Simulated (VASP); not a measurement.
A run of VASP 6.6.1 is set up as follows.

Contents of INCAR:

```
PREC = Accurate
ENCUT = 520
EDIFF = 1E-6
ISMEAR = -1
SIGMA = 0.05
LREAL = False
LASPH = True
NELM = 150
ALGO = Normal
ISIF = 2
LWAVE = False
LCHARG = False
ISPIN = 2
MAGMOM = 1 0 0
LORBIT = 11
LMAXMIX = 4
LDAU = True
LDAUTYPE = 2
LDAUL = 2 -1
LDAUU = 1 0
LDAUJ = 0 0
LDAUPRINT = 1
GGA = PE
NBANDS = 20
```

File KPOINTS:

```
regular mesh
0
Gamma
  9 9 9
```

File POSCAR:

```
Si2Ni
1.0
    0.0000000000      2.7251701481      2.7251701481
    2.7251701481      0.0000000000      2.7251701481
    2.7251701481      2.7251701481      0.0000000000
Ni Si
1 2
Direct
    0.0000000000      0.0000000000      0.0000000000
    0.7500000000      0.7500000000      0.7500000000
    0.2500000000      0.2500000000      0.2500000000
```

Potentials or basis: VASP PAW PBE potentials, release 64 (Ni, Si).

Launch:

```sh
$ cat potpaw_PBE.64/Ni/POTCAR potpaw_PBE.64/Si/POTCAR > POTCAR
$ mpirun -np 1 vasp_std > vasp.out
```

What does it give for the band gap on the k mesh?

Zero (filled and empty bands overlap).

Predict the net moment.

0.00 μB per cell.

What does it give for the pressure?

-0.8 GPa.

Eigenvalues of the final occupation matrices:
```tsv
site	spin	trace	eigenvalues
site 1 d	1	4.26	0.83 0.83 0.83 0.89 0.89
site 1 d	2	4.26	0.83 0.83 0.83 0.89 0.89
```

Caveat: the U is typed as a test and isn't derived for this compound. The state reached can hang on the start; a lower one may exist.
